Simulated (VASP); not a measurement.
A run of VASP 6.6.1:

INCAR

```
PREC = Accurate
ENCUT = 520
EDIFF = 1E-6
ISMEAR = 0
SIGMA = 0.1
LREAL = False
LASPH = True
NELM = 80
ALGO = Normal
ISIF = 2
LWAVE = False
LCHARG = False
GGA = PE
NBANDS = 21
```

File KPOINTS:

```
Automatic mesh
0
Gamma
  6 6 4
```

The input POSCAR:

```
Ta2S
1.0
    2.7909838918      0.0000000000      0.0000000000
    0.0000000000      2.7909838918      0.0000000000
    0.0000000000      0.0000000000      7.5827123595
Ta S
2 1
Direct
    0.5000000000      0.5000000000      0.1864935440
    0.5000000000      0.5000000000      0.8135064560
    0.5000000000      0.5000000000      0.5000000000
```

Potentials or basis: VASP PAW PBE potentials, release 64 (Ta_pv, S).

Launch:

```sh
$ cat potpaw_PBE.64/Ta_pv/POTCAR potpaw_PBE.64/S/POTCAR > POTCAR
$ mpirun -np 1 vasp_std > vasp.out
```

Hardware: 1 thread of Intel(R) Xeon(R) 6975P-C (Granite Rapids) (shared host).

Problem. Estimate the wall time of this run.

Solution. Wall time 14 s on 1 thread of Intel(R) Xeon(R) 6975P-C (Granite Rapids), on a shared host, peak memory 0.19 GiB. Counts: scf iterations 13, k points 30.
